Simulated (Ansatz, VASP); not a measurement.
# Two plane-wave programs on KMgF3

```
K Mg F
1.0
     3.86632    0.00000    0.00000
     0.00000    3.86632    0.00000
     0.00000    0.00000    3.92611
K Mg F
1 1 3
Direct
  0.50000 0.50000 0.50000
  0.00000 0.00000 0.00000
  0.50000 0.00000 0.00000
  0.00000 0.50000 0.00000
  0.00000 0.00000 0.50000
```

Change from the starting cell: strain -0.030 along x and y, -0.015 along z, atoms carried along.

Alike in both runs: task single point; functional PBE; k mesh 6 × 6 × 6; occupations gaussian, width 0.05 eV; no spin polarisation.

```csv
,VASP,Ansatz
version,VASP 6.6.1,Ansatz 0.2.0
potentials or method,"VASP PAW PBE potentials, release 64 (K_sv, Mg, F), cutoff 520 eV","scalar-relativistic, plane waves, PAW"
valence electrons in the cell,32,40
```

|  | VASP | Ansatz | Ansatz less VASP |
| --- | --- | --- | --- |
| gap on the k mesh at the Fermi level (eV) | 7.89 | 7.92 | +0.029 |
| least direct gap on the mesh (eV) | 8.23 | 8.25 | +0.026 |
| pressure (GPa) | 10.8 | 11.2 | +0.40 |
| traceless stress, the component that is largest in VASP (GPa) | -1.45 | -1.44 | +0.010 |

The functional is the same, so the differences come from potentials, cutoffs and numerics. VASP's potentials hold 32 valence electrons a cell and Ansatz's 40, so a difference there can come from the potentials and not from the codes.
